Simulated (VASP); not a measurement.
**BN: single point with PBE**

The system is BN.

```
B N
1.0
     0.00000   -1.81239   -1.88489
    -1.88489    0.00000   -1.88489
     1.88489    1.81239   -3.76978
B N
2 2
Direct
  0.99840 0.00713 0.00000
  0.50160 0.49287 0.50000
  0.37336 0.38230 0.87500
  0.87664 0.86770 0.37500
```

```json
{
 "Program": "VASP 6.6.1",
 "Task": "single point",
 "Functional": "PBE",
 "Potentials or basis": "VASP PAW PBE potentials, release 64 (B, N)",
 "Cutoff": "520 eV",
 "k mesh": "6 × 6 × 6",
 "Occupations": "gaussian, width 0.05 eV",
 "Spin": "no spin polarisation"
}
```

```json
{
 "Pressure": "-25.2 GPa",
 "Largest force": "0.211 eV/Å",
 "Band gap on the k mesh": "3.74 eV"
}
```

Forces on the atoms (eV/Å):
```
B    0.120 -0.027  0.098
B   -0.125  0.024 -0.093
N    0.165 -0.031  0.128
N   -0.161  0.034 -0.132
```

Stress tensor (GPa, compression positive):
```
-32.24  -0.01  -0.01
 -0.01 -11.11   0.02
 -0.01   0.02 -32.20
```

Levels at points of the mesh, in eV from the valence-band top:
| k point | band 5 | band 6 | band 7 | band 8 | band 9 | band 10 | band 11 | band 12 |
| --- | --- | --- | --- | --- | --- | --- | --- | --- |
| (0.00, 0.00, 0.00) | -1.74 | -0.35 | -0.34 | 0.00 | 8.01 | 8.25 | 8.28 | 8.59 |
| (0.50, 0.00, 0.00) | -4.77 | -4.75 | -3.87 | -3.87 | 6.57 | 6.58 | 11.50 | 11.59 |
| (0.00, 0.50, 0.00) | -5.20 | -5.10 | -3.41 | -3.41 | 7.17 | 7.22 | 11.90 | 12.24 |
| (0.50, 0.50, 0.50) | -5.19 | -5.11 | -3.41 | -3.41 | 7.18 | 7.22 | 11.95 | 12.17 |
| (0.50, 0.50, 0.00) | -4.55 | -4.55 | -2.28 | -1.75 | 4.34 | 8.56 | 8.80 | 9.80 |
| (0.00, 0.50, 0.50) | -4.55 | -4.55 | -2.28 | -1.74 | 4.34 | 8.56 | 8.80 | 9.81 |
| (0.00, 0.00, 0.50) | -1.47 | -1.46 | -1.06 | -1.05 | 8.35 | 8.38 | 9.55 | 9.58 |
| (0.50, 0.00, 0.50) | -5.04 | -5.04 | -2.28 | -1.74 | 3.74 | 7.92 | 8.56 | 9.81 |

Wall time 17 s on 1 thread of Intel(R) Xeon(R) 6975P-C (Granite Rapids) (shared host), peak memory 0.16 GiB.

Caveat: the k points lie up to 0.48 Å⁻¹ apart. A hybrid or GW would open this gap; PBE tends to underestimate it.
